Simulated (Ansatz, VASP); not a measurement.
One calculation of LiS3, two programs

```
CELL_PARAMETERS angstrom
4.45160 0.00000 0.00000
0.00000 4.45160 0.00000
0.00000 0.00000 4.86033
ATOMIC_POSITIONS crystal
Li 0.00000 0.00000 0.81475
S 0.00000 0.50000 0.17406
S 0.50000 0.00000 0.17406
S 0.00000 0.00000 0.31045
```

Alike in both runs: functional PBE; k mesh 10 × 10 × 10; occupations gaussian, width 0.1 eV; no spin polarisation.

Ansatz relaxed the structure, and its values are those at the end. VASP's run is a single point on that final structure, the one shown.

|  | VASP | Ansatz |
| --- | --- | --- |
| version | VASP 6.6.1 | Ansatz 0.2.0 |
| potentials or method | VASP PAW PBE potentials, release 64 (Li_sv, S), cutoff 520 eV | scalar-relativistic, plane waves, PAW |
| valence electrons in the cell | 21 | 21 |

```csv
,VASP,Ansatz,Ansatz less VASP
gap on the k mesh at the Fermi level (eV),none,none,-
rms of the force components (eV/Å),0.012,0.000,-0.0113
```

A gap of «none» marks a metal or a gap that the smearing closes.

Noted on VASP's run: the cutoff is short for stress, so the pressure is rough.
